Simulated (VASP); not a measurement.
# VN2 (I4/mcm) in VASP: single point with PBE

Aim: the single point of VN2 with PBE.

All numbers are computed with VASP 6.6.1; they aren't measurements. Logs are shortened: lines on timing, memory, paths and dates and some standing lists are left out, and cuts for length are marked.

**1. The cell of the first run**

It takes space group I4/mcm (No. 140, tetragonal). The conventional cell has a = 4.301 Å, b = 4.301 Å, c = 4.983 Å, α = 90.00°, β = 90.00°, γ = 90.00°. V (site symmetry 422) has 8 N at 2.13 Å and 2 V at 2.49 Å within 2.8 Å. Within 1.9 Å of N (site symmetry m2m) lie 1 N at 1.40 Å.

**2. Single point, PBE, collinear spin, ferromagnetic start**

INCAR

```
SYSTEM = VN2
PREC     = Accurate       ! precision mode
ENCUT    = 520            ! plane-wave cutoff, eV
EDIFF    = 1E-6           ! SCF threshold, eV
ISMEAR   = -1             ! smearing method
SIGMA    = 0.03           ! smearing width, eV
LREAL    = .False.        ! projectors in reciprocal space
LASPH    = .True.         ! aspherical terms in the spheres
NELM     = 150            ! most SCF steps
ALGO     = Normal         ! electronic algorithm
ISIF     = 2              ! what is computed and relaxed
LWAVE    = .False.        ! write WAVECAR
LCHARG   = .False.        ! write CHGCAR
ISPIN    = 2              ! spin polarisation
MAGMOM   = 2 2 0 0 0 0    ! initial moments
LORBIT   = 11             ! projections on sites
LMAXMIX  = 4              ! l up to which the mixer works
GGA      = PE             ! functional
NBANDS   = 36             ! bands
ISYM     = 0
```

KPOINTS

```
Automatic mesh
0
Gamma
  6 6 7
  0 0 0
```

POSCAR

```
VN2
1.0
   -2.1507500000      2.1507500000      2.4913500000
    2.1507500000     -2.1507500000      2.4913500000
    2.1507500000      2.1507500000     -2.4913500000
V N
2 4
Direct
    0.2500000000      0.2500000000      0.0000000000
    0.7500000000      0.7500000000      0.0000000000
    0.1151000000      0.6151000000      0.7302000000
    0.6151000000      0.8849000000      0.5000000000
    0.8849000000      0.3849000000      0.2698000000
    0.3849000000      0.1151000000      0.5000000000
```

Potentials or basis: VASP PAW PBE potentials, release 64 (V_sv, N).

Run with:

```bash
cat potpaw_PBE.64/V_sv/POTCAR potpaw_PBE.64/N/POTCAR > POTCAR
mpirun -np 1 vasp_std > vasp.out
```

OUTCAR:

```text
SYSTEM = VN2
   PREC = Accurate
   ENCUT = 520
   EDIFF = 1E-6
   ISMEAR = -1
   LREAL = .False.
   LASPH = .True.
   NELM = 150
   ISIF = 2
   ISPIN = 2
   LORBIT = 11
   GGA = PE
   ISYM = 0

 ion  position               nearest neighbor table
   1  0.250  0.250  0.000-   5 2.13   3 2.13   4 2.13   6 2.13   6 2.13   3 2.13   4 2.13   5 2.13
                             2 2.49   2 2.49
   2  0.750  0.750  0.000-   5 2.13   3 2.13   4 2.13   6 2.13   4 2.13   6 2.13   3 2.13   5 2.13
                             1 2.49   1 2.49
   3  0.115  0.615  0.730-   5 1.40   1 2.13   1 2.13   2 2.13   2 2.13
   4  0.615  0.885  0.500-   6 1.40   2 2.13   1 2.13   2 2.13   1 2.13
   5  0.885  0.385  0.270-   3 1.40   2 2.13   1 2.13   2 2.13   1 2.13
   6  0.385  0.115  0.500-   4 1.40   1 2.13   2 2.13   1 2.13   2 2.13

IMPORTANT INFORMATION: All symmetrisations will be switched off!
NOSYMM: (Re-)initialisation of all symmetry stuff for point group C_1.

----------------------------------------------------------------------------------------

                                     Primitive cell

  volume of cell :      46.0972

  direct lattice vectors                    reciprocal lattice vectors
    -2.150750000  2.150750000  2.491350000     0.000000000  0.232477043  0.200694403
     2.150750000 -2.150750000  2.491350000     0.232477043  0.000000000  0.200694403
     2.150750000  2.150750000 -2.491350000     0.232477043  0.232477043  0.000000000

  length of vectors
     3.931701406  3.931701406  3.931701406     0.307121830  0.307121830  0.328772187

  position of ions in fractional coordinates (direct lattice)
     0.250000000  0.250000000  0.000000000
     0.750000000  0.750000000  0.000000000
     0.115100000  0.615100000  0.730200000
     0.615100000  0.884900000  0.500000000
     0.884900000  0.384900000  0.269800000
     0.384900000  0.115100000  0.500000000

  ion indices of the primitive-cell ions
   primitive index   ion index
                 1           1
                 2           2
                 3           3
                 4           4
                 5           5
                 6           6

----------------------------------------------------------------------------------------

 KPOINTS: Automatic mesh

Automatic generation of k-mesh.
 Grid dimensions read from file:
 generate k-points for:    6    6    7

 Generating k-lattice:

  Cartesian coordinates                     Fractional coordinates (reciprocal lattice)
     0.000000000  0.038746174  0.033449067     0.166666667  0.000000000  0.000000000
     0.038746174  0.000000000  0.033449067     0.000000000  0.166666667  0.000000000
     0.033211006  0.033211006  0.000000000     0.000000000  0.000000000  0.142857143
[... 120 lines left out ...]

 Free energy of the ion-electron system (eV)
  ---------------------------------------------------
  ext. energy  EPLUGINS =         0.00000000
  ---------------------------------------------------
  free energy    TOTEN  =       -53.34227986 eV

  energy without entropy =      -53.33410634  energy(sigma->0) =      -53.33819310

 E-fermi :  11.4461     XC(G=0): -13.6656

 val. band max:       11.4414250593   @ k =   0.5000   0.5000   0.4286
 cond. band min:      11.4462203868   @ k =  -0.3333   0.3333   0.2857
 fundamental gap:      0.0047953275
 Fermi energy:        11.4460618930

 spin component 1

 k-point     1 :       0.0000    0.0000    0.0000
  band No.  band energies     occupation
      1     -54.1674      1.00000
      2     -54.0063      1.00000
      3     -28.2415      1.00000
      4     -28.0264      1.00000
      5     -28.0235      1.00000
      6     -28.0163      1.00000
[... 901 lines left out ...]
     34      19.8269      0.00000
     35      22.2483      0.00000

 [... further k-points ...]

 spin component 2

 k-point     1 :       0.0000    0.0000    0.0000
  band No.  band energies     occupation
      1     -54.1674      1.00000
      2     -54.0063      1.00000
      3     -28.2415      1.00000
      4     -28.0264      1.00000
      5     -28.0235      1.00000
      6     -28.0163      1.00000
[... 901 lines left out ...]
     34      19.8269      0.00000
     35      22.2483      0.00000

 [... further k-points ...]

 [bands above 35 left out]

------------------------ aborting loop because EDIFF is reached ----------------------------------------

  FORCE on cell =-STRESS in cart. coord.  units (eV):
  Direction    XX          YY          ZZ          XY          YZ          ZX
  --------------------------------------------------------------------------------------
  -------------------------------------------------------------------------------------
  Total       -0.0467787     -0.0467806     -0.1417065     -0.0412877     -0.0018260     -0.0018273
  in kB       -1.6258630     -1.6259305     -4.9252223     -1.4350155     -0.0634638     -0.0635117
  external PRESSURE =      -2.7256720 kB  Pullay stress =       0.0000000 kB

 VOLUME and BASIS-vectors are now :
 -----------------------------------------------------------------------------
  energy-cutoff  :      520.00
  volume of cell :       46.10
      direct lattice vectors                 reciprocal lattice vectors
    -2.150750000  2.150750000  2.491350000     0.000000000  0.232477043  0.200694403
     2.150750000 -2.150750000  2.491350000     0.232477043  0.000000000  0.200694403
     2.150750000  2.150750000 -2.491350000     0.232477043  0.232477043  0.000000000

 POSITION                                       TOTAL-FORCE (eV/Angst)
 -----------------------------------------------------------------------------------
      0.00000      0.00000      1.24568        -0.004682      0.004681      0.000000
      0.00000      0.00000      3.73703         0.004683     -0.004682     -0.000001
      2.64585      0.49510      0.00000        -0.262604     -0.262604     -0.006505
      1.65565      0.49510      2.49135         0.267362     -0.267362     -0.000000
     -0.49510      1.65565      2.49135         0.262603      0.262604      0.006505
      0.49510      1.65565      0.00000        -0.267362      0.267362      0.000000
 -----------------------------------------------------------------------------------
    total drift:                               -0.000000     -0.000001     -0.000000

  FREE ENERGIE OF THE ION-ELECTRON SYSTEM (eV)
  ---------------------------------------------------
  free  energy   TOTEN  =       -53.3422798599 eV

  energy  without entropy=      -53.3341063409  energy(sigma->0) =      -53.33819310

 total charge

# of ion       s       p       d       tot
------------------------------------------
    1        2.249   6.285   3.115  11.649
    2        2.249   6.285   3.115  11.649
    3        1.252   2.496   0.000   3.748
    4        1.252   2.496   0.000   3.748
    5        1.252   2.496   0.000   3.748
    6        1.252   2.496   0.000   3.748
--------------------------------------------------
tot          9.507  22.553   6.230  38.290

 magnetization (x)

# of ion       s       p       d       tot
------------------------------------------
    1       -0.000  -0.000   0.000   0.000
    2       -0.000  -0.000  -0.000  -0.000
    3       -0.000   0.000   0.000   0.000
    4       -0.000   0.000   0.000   0.000
    5       -0.000   0.000   0.000   0.000
    6       -0.000   0.000   0.000   0.000
--------------------------------------------------
tot         -0.000   0.000  -0.000  -0.000
```

stdout:

```text
POSCAR found type information on POSCAR V N
 POSCAR found :  2 types and       6 ions
 scaLAPACK will be used
 LDA part: xc-table for (Slater+PW92), standard interpolation
 -----------------------------------------------------------------------------
|                                                                             |
|           W    W    AA    RRRRR   N    N  II  N    N   GGGG   !!!           |
|           W    W   A  A   R    R  NN   N  II  NN   N  G    G  !!!           |
|           W    W  A    A  R    R  N N  N  II  N N  N  G       !!!           |
|           W WW W  AAAAAA  RRRRR   N  N N  II  N  N N  G  GGG   !            |
|           WW  WW  A    A  R   R   N   NN  II  N   NN  G    G                |
|           W    W  A    A  R    R  N    N  II  N    N   GGGG   !!!           |
|                                                                             |
|     Your reciprocal lattice and k-lattice belong to different lattice       |
|     classes:                                                                |
|                                                                             |
|        The reciprocal lattice is body-centered tetragonal,                  |
|        whereas your k-lattice is base-centered monoclinic.                  |
|                                                                             |
|     Results are often still useful ...                                      |
|                                                                             |
 -----------------------------------------------------------------------------

 POSCAR, INCAR and KPOINTS ok, starting setup
 FFT: planning ... GRIDC
 FFT: planning ... GRID_SOFT
 FFT: planning ... GRID
 WAVECAR not read
 entering main loop
```

Wall time 5.1 min (1 thread of Intel Xeon Platinum 8488C (Sapphire Rapids), shared host); peak memory 0.4 GiB.

What came out:

```
Free energy                                           : -53.3423 eV
Pressure                                              : -0.3 GPa
Largest force                                         : 0.378 eV/Å
Band gap on the k mesh                                : zero (filled and empty bands overlap)
Net moment                                            : 0.00 μB per cell
Valence electrons inside the program's atomic spheres : V 11.65; N 3.75
```

Forces on the atoms (eV/Å):
```
V   -0.005  0.005  0.000
V    0.005 -0.005  0.000
N   -0.263 -0.263 -0.007
N    0.267 -0.267  0.000
N    0.263  0.263  0.007
N   -0.267  0.267  0.000
```

Levels at points of the mesh, in eV from the Fermi level:
Spin up:
| k point | band 21 | band 22 | band 23 | band 24 | band 25 | band 26 |
| --- | --- | --- | --- | --- | --- | --- |
| (0.00, 0.00, 0.00) | -2.65 | -2.62 | -2.61 | 0.75 | 0.94 | 0.94 |
| (0.50, 0.00, 0.00) | -3.17 | -3.17 | 0.17 | 0.17 | 0.74 | 0.74 |
| (0.00, 0.50, 0.00) | -3.17 | -3.17 | 0.17 | 0.17 | 0.74 | 0.74 |
| (0.50, 0.50, 0.00) | -2.78 | -2.56 | -1.38 | 0.01 | 0.81 | 1.11 |
Spin down:
```csv
k point,band 20,band 21,band 22,band 23,band 24,band 25,band 26,band 27
"(0.00, 0.00, 0.00)",-2.89,-2.65,-2.62,-2.61,0.75,0.94,0.94,1.33
"(0.50, 0.00, 0.00)",-3.38,-3.17,-3.17,0.17,0.17,0.74,0.74,1.05
"(0.00, 0.50, 0.00)",-3.38,-3.17,-3.17,0.17,0.17,0.74,0.74,1.05
"(0.50, 0.50, 0.00)",-4.60,-2.78,-2.56,-1.38,0.01,0.81,1.11,1.83
```
